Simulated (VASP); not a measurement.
# TiBMoC2 (P3m1) in VASP: relaxation of cell and atoms with PBE

Aim: the relaxation of cell and atoms of TiBMoC2 with PBE.

Everything below comes from runs of VASP 6.6.1. Logs are shortened: lines on timing, memory, paths and dates and some standing lists are left out, and cuts for length are marked.

**1. The cell of the first run**

The structure is trigonal, space group P3m1 (No. 156). The conventional cell has a = 2.977 Å, b = 2.977 Å, c = 6.678 Å, α = 90.00°, β = 90.00°, γ = 120.00°. Within 2.6 Å of Ti (site symmetry 3m) lie 4 C at 1.97 to 2.21 Å. B (site symmetry 3m) has 3 C at 1.74 Å within 2.3 Å. Within 2.5 Å of Mo (site symmetry 3m) lie 4 C at 1.91 to 2.34 Å. C (site symmetry 3m) has 1 Mo at 1.91 Å and 3 Ti at 1.97 Å within 2.5 Å. C (site symmetry 3m) has 3 B at 1.74 Å and 1 Ti at 2.21 Å within 2.3 Å.

**2. Relaxation of cell and atoms, PBE**

INCAR

```
SYSTEM = TiBMoC2
PREC = Accurate
ENCUT = 600
EDIFF = 1E-6
ISMEAR = 0
SIGMA = 0.1
LREAL = .FALSE.
LASPH = .TRUE.
NELM = 80
ALGO = Normal
ISIF = 3
LWAVE = .FALSE.
LCHARG = .FALSE.
GGA = PE
IBRION = 2
NSW = 100
EDIFFG = -0.01
```

KPOINTS

```
Automatic mesh
0
G
  12 12 6
  0 0 0
```

POSCAR

```
TiBMoC2
1.0
    2.9772365597      0.0000000000      0.0000000000
   -1.4886182798      2.5783624938      0.0000000000
    0.0000000000      0.0000000000      6.6783407340
Ti B Mo C
1 1 1 2
Direct
    0.6666666667      0.3333333333      0.2101032128
    0.3333333333      0.6666666667      0.9164240823
    0.0000000000      0.0000000000      0.6405089790
    0.0000000000      0.0000000000      0.3539642170
    0.6666666667      0.3333333333      0.8789995390
```

Potentials or basis: VASP PAW PBE potentials, release 64 (Ti_sv, B, Mo_sv, C).

The run is started by

```
$ cat potpaw_PBE.64/Ti_sv/POTCAR potpaw_PBE.64/B/POTCAR potpaw_PBE.64/Mo_sv/POTCAR potpaw_PBE.64/C/POTCAR > POTCAR
$ mpirun -np 1 vasp_std > vasp.out
```

OUTCAR:

```text
SYSTEM = TiBMoC2
   PREC = Accurate
   ENCUT = 600
   EDIFF = 1E-6
   ISMEAR = 0
   LREAL = .FALSE.
   LASPH = .TRUE.
   NELM = 80
   ISIF = 3
   GGA = PE
   IBRION = 2
   NSW = 100
   EDIFFG = -0.01

 ion  position               nearest neighbor table
   1  0.667  0.333  0.210-   4 1.97   4 1.97   4 1.97   5 2.21
   2  0.333  0.667  0.916-   5 1.74   5 1.74   5 1.74   3 2.52   3 2.52   3 2.52
   3  0.000  0.000  0.641-   4 1.91   5 2.34   5 2.34   5 2.34   2 2.52   2 2.52   2 2.52
   4  0.000  0.000  0.354-   3 1.91   1 1.97   1 1.97   1 1.97
   5  0.667  0.333  0.879-   2 1.74   2 1.74   2 1.74   1 2.21   3 2.34   3 2.34   3 2.34

  LATTYP: Found a hexagonal cell.
 ALAT       =     2.9772365597
 C/A-ratio  =     2.2431340608

  Lattice vectors:

 A1 = (   2.9772365597,   0.0000000000,   0.0000000000)
 A2 = (  -1.4886182798,   2.5783624938,   0.0000000000)
 A3 = (   0.0000000000,   0.0000000000,   6.6783407340)

Analysis of symmetry for initial positions (statically):
=====================================================================
 Subroutine PRICEL returns:
 Original cell was already a primitive cell.

 Routine SETGRP: Setting up the symmetry group for a
 hexagonal supercell.

 Subroutine GETGRP returns: Found  6 space group operations
 (whereof  6 operations were pure point group operations)
 out of a pool of 24 trial point group operations.

The static configuration has the point symmetry C_3v.

Analysis of symmetry for dynamics (positions and initial velocities):
=====================================================================
 Subroutine PRICEL returns:
 Original cell was already a primitive cell.

 Routine SETGRP: Setting up the symmetry group for a
 hexagonal supercell.

 Subroutine GETGRP returns: Found  6 space group operations
 (whereof  6 operations were pure point group operations)
 out of a pool of 24 trial point group operations.

The dynamic configuration has the point symmetry C_3v.

 Subroutine INISYM returns: Found  6 space group operations
 (whereof  6 operations are pure point group operations),
 and found     1 'primitive' translations

----------------------------------------------------------------------------------------

                                     Primitive cell

  volume of cell :      51.2656

  direct lattice vectors                    reciprocal lattice vectors
     2.977236560  0.000000000  0.000000000     0.335881943  0.193921530  0.000000000
    -1.488618280  2.578362494  0.000000000     0.000000000  0.387843060  0.000000000
     0.000000000  0.000000000  6.678340734     0.000000000  0.000000000  0.149737793

  length of vectors
     2.977236560  2.977236560  6.678340734     0.387843060  0.387843060  0.149737793

  position of ions in fractional coordinates (direct lattice)
     0.666666667  0.333333333  0.210103213
     0.333333333  0.666666667  0.916424082
     0.000000000  0.000000000  0.640508979
     0.000000000  0.000000000  0.353964217
     0.666666667  0.333333333  0.878999539

  ion indices of the primitive-cell ions
   primitive index   ion index
                 1           1
                 2           2
                 3           3
                 4           4
                 5           5

----------------------------------------------------------------------------------------

 KPOINTS: Automatic mesh

Automatic generation of k-mesh.
 Grid dimensions read from file:
 generate k-points for:   12   12    6

 Generating k-lattice:

  Cartesian coordinates                     Fractional coordinates (reciprocal lattice)
     0.027990162  0.016160128  0.000000000     0.083333333  0.000000000  0.000000000
     0.000000000  0.032320255  0.000000000     0.000000000  0.083333333  0.000000000
     0.000000000  0.000000000  0.024956299     0.000000000  0.000000000  0.166666667

  Length of vectors
     0.032320255  0.032320255  0.024956299

  Shift w.r.t. Gamma in fractional coordinates (k-lattice)
     0.000000000  0.000000000  0.000000000

 Subroutine IBZKPT returns following result:
 ===========================================

 Found    100 irreducible k-points:

 Following reciprocal coordinates:
            Coordinates               Weight
  0.000000  0.000000  0.000000      1.000000
  0.083333 -0.000000  0.000000      6.000000
  0.166667  0.000000  0.000000      6.000000
  0.250000  0.000000  0.000000      6.000000
  0.333333 -0.000000  0.000000      6.000000
  0.416667 -0.000000  0.000000      6.000000
[... 16 lines left out ...]
  0.166667  0.000000  0.166667      6.000000
  0.000000  0.166667  0.166667      6.000000
 [... further k-points ...]
   k-points           NKPTS =    100   k-points in BZ     NKDIM =    100   number of bands    NBANDS=     22
   number of dos      NEDOS =    301   number of ions     NIONS =      5
   total plane-waves  NPLWV =  31104
   dimension x,y,z NGX =    24 NGY =   24 NGZ =   54
   dimension x,y,z NGXF=    48 NGYF=   48 NGZF=  108
   ions per type =               1   1   1   2
   NGX,Y,Z   is equivalent  to a cutoff of  13.40, 13.40, 13.44 a.u.
   NGXF,Y,Z  is equivalent  to a cutoff of  26.80, 26.80, 26.88 a.u.
 SYSTEM =  TiBMoC2
   PREC   = accura    normal or accurate (medium, high low for compatibility)
   ISTART =      0    job   : 0-new  1-cont  2-samecut
   ICHARG =      2    charge: 1-file 2-atom 10-const
   ISPIN  =      1    spin polarized calculation?
   LNONCOLLINEAR =      F non collinear calculations
   LSORBIT =      F    spin-orbit coupling
   LASPH  =      T    aspherical Exc in radial PAW
   ENCUT  =  600.0 eV  44.10 Ry    6.64 a.u.   5.95  5.95 13.34*2*pi/ulx,y,z
   NELM   =     80;   NELMIN=  2; NELMDL= -5     # of ELM steps
   EDIFF  = 0.1E-05   stopping-criterion for ELM
   LREAL  =      F    real-space projection
   EDIFFG = -.1E-01   stopping-criterion for IOM
   NSW    =    100    number of steps for IOM
   IBRION =      2    ionic relax: 0-MD 1-quasi-New 2-CG
   NFREE  =      1    steps in history (QN), initial steepest desc. (CG)
   ISIF   =      3    stress and relaxation
   ISYM   =      2    0-nonsym 1-usesym 2-fastsym
   POTIM  = 0.5000    time-step for ionic-motion
   TEBEG  =    0.0;   TEEND  =   0.0 temperature during run
   PSTRESS=    0.0 pullay stress
   NELECT =      37.0000    total number of electrons
   NUPDOWN=      -1.0000    fix difference up-down
   EMIN   =  10.00;   EMAX   =-10.00  energy-range for DOS
   EFERMI =   0.00;   METHOD = LEGACY
   ISMEAR =     0;   SIGMA  =   0.10  broadening in eV -4-tet -1-fermi 0-gaus
   EFERMI_NEDOS =   21; number of points for ismear=-14 and -15
   IALGO  =     38    algorithm
   IMIX   =      4    mixing-type and parameters
     AMIX     =   0.40;   BMIX     =  1.00
     AMIX_MAG =   1.60;   BMIX_MAG =  1.00
  volume/ion in A,a.u.               =      10.25        69.19
  Fermi-wavevector in a.u.,A,eV,Ry     =   1.468476  2.775017 29.339889  2.156421
  Thomas-Fermi vector in A             =   2.583969
   LORBIT       =      0    0 simple, 1 ext, 2 COOP (PROOUT), +10 PAW based schemes
   GGA     = PE    functional components
   LHFCALC =     F    Hartree Fock is set to
   AEXX    =    0.0000 exact exchange contribution
   IVDW    =     0    specifies the selected vdW correction
   LEPSILON=     F    determine dielectric tensor
   LRPA    =     F    only Hartree local field effects (RPA)
 conjugate gradient relaxation of ions
 non-spin polarized calculation
 Gauss-broadening in eV      SIGMA  =   0.10
  energy-cutoff  :      600.00
  volume of cell :       51.27
 maximum number of plane-waves:      1732
   NGX = 11   NGY = 11   NGZ = 27

--------------------------------------- Ionic step        1  -------------------------------------------

 number of electron      37.0000006 magnetization

 Free energy of the ion-electron system (eV)
  ---------------------------------------------------
  ext. energy  EPLUGINS =         0.00000000
  ---------------------------------------------------
  free energy    TOTEN  =       -43.29345262 eV

  energy without entropy =      -43.27499530  energy(sigma->0) =      -43.28422396

------------------------ aborting loop because EDIFF is reached ----------------------------------------

  FORCE on cell =-STRESS in cart. coord.  units (eV):
  Direction    XX          YY          ZZ          XY          YZ          ZX
  --------------------------------------------------------------------------------------
  -------------------------------------------------------------------------------------
  Total       -0.0322845     -0.0322845      0.1389426     -0.0000000      0.0000000     -0.0000000
  in kB       -1.0089699     -1.0089699      4.3423020     -0.0000000      0.0000000     -0.0000000
  external PRESSURE =       0.7747874 kB  Pullay stress =       0.0000000 kB

 VOLUME and BASIS-vectors are now :
 -----------------------------------------------------------------------------
  energy-cutoff  :      600.00
  volume of cell :       51.27
      direct lattice vectors                 reciprocal lattice vectors
     2.977236560  0.000000000  0.000000000     0.335881943  0.193921530  0.000000000
    -1.488618280  2.578362494  0.000000000     0.000000000  0.387843060  0.000000000
     0.000000000  0.000000000  6.678340734     0.000000000  0.000000000  0.149737793
[... 157 lines left out ...]
 POSITION                                       TOTAL-FORCE (eV/Angst)
 -----------------------------------------------------------------------------------
      1.48716      0.85861      1.41210         0.000000      0.000000     -0.032147
     -0.00000      1.71722      6.14237         0.000000     -0.000000     -0.000218
     -0.00000      0.00000      4.27921         0.000000     -0.000000     -0.003547
     -0.00000     -0.00000      2.37035        -0.000000     -0.000000      0.014838
      1.48716      0.85861      5.89514        -0.000000      0.000000      0.021074
 -----------------------------------------------------------------------------------
    total drift:                               -0.000000      0.000000     -0.000185

  FREE ENERGIE OF THE ION-ELECTRON SYSTEM (eV)
  ---------------------------------------------------
  free  energy   TOTEN  =       -43.2952557950 eV

  energy  without entropy=      -43.2768270763  energy(sigma->0) =      -43.28604144

--------------------------------------- Ionic step        6  -------------------------------------------

 number of electron      37.0000005 magnetization

 Free energy of the ion-electron system (eV)
  ---------------------------------------------------
  ext. energy  EPLUGINS =         0.00000000
  ---------------------------------------------------
  free energy    TOTEN  =       -43.29530688 eV

  energy without entropy =      -43.27686100  energy(sigma->0) =      -43.28608394

 E-fermi :   9.8885     XC(G=0): -12.5312

 val. band max:        9.8858408389   @ k =   0.1667   0.1667   0.1667
 cond. band min:       9.8916175212   @ k =   0.1667   0.0833   0.1667
 fundamental gap:      0.0057766823
 Fermi energy:         9.8884530691

 k-point     1 :       0.0000    0.0000    0.0000
  band No.  band energies     occupation
      1     -51.6922      2.00000
      2     -46.7429      2.00000
      3     -26.0917      2.00000
      4     -25.3800      2.00000
      5     -25.3800      2.00000
      6     -23.1369      2.00000
[... 14 lines left out ...]
     21      10.0003      0.11361
     22      11.9708      0.00000
[... 552 lines left out ...]
  band No.  band energies     occupation
      1     -51.6716      2.00000
      2     -46.7250      2.00000
      3     -26.0630      2.00000
      4     -25.5454      2.00000
      5     -25.4182      2.00000
      6     -23.1171      2.00000
[... 14 lines left out ...]
     21      10.9499      0.00000
     22      11.4556      0.00000

 [... further k-points ...]
[... 5 lines left out ...]
  --------------------------------------------------------------------------------------
  -------------------------------------------------------------------------------------
  Total        0.0278379      0.0278379      0.0274136      0.0000000      0.0000000      0.0000000
  in kB        0.8697971      0.8697971      0.8565390      0.0000000      0.0000000      0.0000000
  external PRESSURE =       0.8653777 kB  Pullay stress =       0.0000000 kB

 VOLUME and BASIS-vectors are now :
 -----------------------------------------------------------------------------
  energy-cutoff  :      600.00
  volume of cell :       51.28
      direct lattice vectors                 reciprocal lattice vectors
     2.972818917 -0.000000000 -0.000000000     0.336381067  0.194209700  0.000000000
    -1.486409458  2.574536703 -0.000000000     0.000000000  0.388419399  0.000000000
    -0.000000000 -0.000000000  6.699800881     0.000000000  0.000000000  0.149258167

 POSITION                                       TOTAL-FORCE (eV/Angst)
 -----------------------------------------------------------------------------------
      1.48641      0.85818      1.41068         0.000000      0.000000     -0.009103
     -0.00000      1.71636      6.14256        -0.000000     -0.000000      0.004928
      1.48641      2.57454      4.27891         0.000000      0.000000     -0.001354
     -1.48641      2.57454      2.37065        -0.000000     -0.000000      0.007463
      1.48641      0.85818      5.89660         0.000000      0.000000     -0.001934
 -----------------------------------------------------------------------------------
    total drift:                               -0.000000      0.000000      0.000050

  FREE ENERGIE OF THE ION-ELECTRON SYSTEM (eV)
  ---------------------------------------------------
  free  energy   TOTEN  =       -43.2953068824 eV

  energy  without entropy=      -43.2768610025  energy(sigma->0) =      -43.28608394

 reached required accuracy - stopping structural energy minimisation
```

Run time: 7.2 min. Hardware: 1 thread of Intel Xeon Platinum 8259CL at 2.50GHz (Skylake/Cascade Lake), shared host; peak memory 0.31 GiB.

What came out:

- Free energy: -43.2953 eV
- Relaxed volume: 10.26 Å³/atom
- Relaxed cell: a = 2.973 Å, b = 2.973 Å, c = 6.700 Å, α = 90.00°, β = 90.00°, γ = 120.00°
- Space group after relaxing (to 0.05 Å): P3m1 (No. 156)
- Energy gained by relaxing: 0.4 meV/atom
- Ionic steps: 6
- Pressure after relaxing: 0.1 GPa
- Largest force after relaxing: 0.009 eV/Å

Forces on the atoms (eV/Å):
```
Ti   0.000  0.000 -0.009
B    0.000  0.000  0.005
Mo   0.000  0.000 -0.001
C    0.000  0.000  0.007
C    0.000  0.000 -0.002
```

Step by step:
| step | energy change (eV) | largest force (eV/Å) | pressure (GPa) | volume (Å³) |
| --- | --- | --- | --- | --- |
| 1 | 0.0000 | 0.1897 | 0.08 | 51.27 |
| 2 | -0.0015 | 0.0539 | 0.03 | 51.30 |
| 3 | -0.0015 | 0.0698 | 0.03 | 51.31 |
| 4 | -0.0017 | 0.0588 | -0.17 | 51.34 |
| 5 | -0.0018 | 0.0321 | -0.12 | 51.33 |
| 6 | -0.0019 | 0.0091 | 0.09 | 51.28 |

Final structure:
```yaml
crystal:
  lattice:
    - [2.97282, 0.00000, 0.00000]
    - [-1.48641, 2.57454, 0.00000]
    - [0.00000, 0.00000, 6.69980]
  atoms:
    - { symbol: Ti, position: [0.66667, 0.33333, 0.21056] }
    - { symbol: B, position: [0.33333, 0.66667, 0.91683] }
    - { symbol: Mo, position: [0.00000, 0.00000, 0.63866] }
    - { symbol: C, position: [0.00000, 0.00000, 0.35384] }
    - { symbol: C, position: [0.66667, 0.33333, 0.88012] }
```
